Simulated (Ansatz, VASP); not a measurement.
**Sn: VASP beside Ansatz**

```
Sn
1.0
    -2.02919    2.02919    1.67737
     2.02919   -2.02919    1.67737
     2.02919    2.02919   -1.67737
Sn
1
Cartesian
  0.0000 0.0000 0.0000
```

Alike in both runs: functional PBEsol; k mesh 9 × 9 × 9; occupations fermi-dirac, width 0.05 eV; no spin polarisation.

|  | VASP | Ansatz |
| --- | --- | --- |
| version | VASP 6.6.1 | Ansatz 0.2.0 |
| potentials or method | VASP PAW PBE potentials, release 64 (Sn_d) | Ansatz PAW |
| plane-wave cutoff (eV) | 520 | 420 |
| valence electrons in the cell | 14 | 14 |
| task | single point | band structure |

|  | VASP | Ansatz | Ansatz less VASP |
| --- | --- | --- | --- |
| gap on the k mesh at the Fermi level (eV) | none | none | - |
| pressure (GPa) | -2.3 | -2.3 | 0.00 |
| traceless stress, the component that is largest in VASP (GPa) | 1.15 | 1.15 | -0.001 |

VASP's potentials were made for PBE, not for PBEsol. A gap of «none» marks a metal or a gap that the smearing closes. With one functional, cell and mesh, what is left measures potentials, basis and numerics.
